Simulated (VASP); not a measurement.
Here is a VASP 6.6.1 calculation.

INCAR

```
SYSTEM = Pb
PREC = Accurate
ENCUT = 520
EDIFF = 1E-7
ISMEAR = -1
SIGMA = 0.05
LREAL = .FALSE.
LASPH = .TRUE.
NELM = 80
ALGO = Normal
ISIF = 2
LWAVE = .FALSE.
LCHARG = .FALSE.
GGA = B5
ALDAX = 1.0
AGGAX = 1.0
AGGAC = 1.0
ALDAC = 0.0
IVDW = 12
VDW_S6 = 1.0
VDW_S8 = 2.6996
VDW_A1 = 0.4298
VDW_A2 = 4.2359
NBANDS = 13
```

Contents of KPOINTS:

```
Automatic mesh
0
G
  9 9 9
  0 0 0
```

Contents of POSCAR:

```
Pb
1.0
    0.0000000000      2.5235621278      2.5235621278
    2.5235621278      0.0000000000      2.5235621278
    2.5235621278      2.5235621278      0.0000000000
Pb
1
Direct
    0.0000000000      0.0000000000      0.0000000000
```

Potentials or basis: VASP PAW PBE potentials, release 64 (Pb_d).

Launch:

```bash
$ cat potpaw_PBE.64/Pb_d/POTCAR > POTCAR
$ mpirun -np 1 vasp_std > vasp.out
```

Question: Predict the pressure.

Answer: -1.7 GPa.

Question: What does it give for the band gap on the k mesh?

Answer: Zero (band 7 reaches 13.91 eV, above the bottom of band 8 at 5.74 eV).

Question: Estimate the dispersion energy per atom.

Answer: -0.943 eV.

Caveat: the PAW data sets were made with another functional, which shifts forces and pressure a little; spin-orbit coupling is left out, which moves the levels of the heavy elements; pairwise dispersion overbinds metals, which lowers pressure and volume.
